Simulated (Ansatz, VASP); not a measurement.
# One calculation of Cu16Cl, two programs

```
Cu Cl
1.0
     5.10531    0.00000    0.00000
     2.55266    4.42133    0.00000
     0.00000    0.00000   22.75270
Cu Cl
16 1
Direct
  0.00000 0.00000 0.10988
  0.50000 0.00000 0.10988
  0.00000 0.50000 0.10988
  0.50000 0.50000 0.10988
  0.16667 0.16667 0.20148
  0.66667 0.16667 0.20148
  0.16667 0.66667 0.20148
  0.66667 0.66667 0.20148
  0.83595 0.33272 0.29112
  0.33287 0.33281 0.29116
  0.83381 0.83377 0.28985
  0.33274 0.83601 0.29113
  0.00296 0.00262 0.38093
  0.49698 0.00275 0.38096
  0.00298 0.49680 0.38095
  0.50102 0.50075 0.37777
  0.83425 0.83419 0.46270
```

Alike in both runs: task single point; functional PBE; dispersion D3(BJ); k mesh 2 × 2 × 1; occupations methfessel-paxton of order 1, width 0.1 eV; no spin polarisation.

```csv
,VASP,Ansatz
version,VASP 6.6.1,Ansatz 0.2.0
potentials or method,"VASP PAW PBE potentials, release 64 (Cu, Cl)","scalar-relativistic, plane waves, PAW"
plane-wave cutoff (eV),520,420
valence electrons in the cell,183,311
```

|  | VASP | Ansatz | Ansatz less VASP |
| --- | --- | --- | --- |
| rms of the force components (eV/Å) | 0.062 | 0.062 | +0.0003 |

Atom by atom the forces differ by 0.008 eV/Å (rms over components). VASP's potentials hold 183 valence electrons a cell and Ansatz's 311, so a difference there can come from the potentials and not from the codes.

The k mesh is coarse, so the values compare programs but aren't converged.
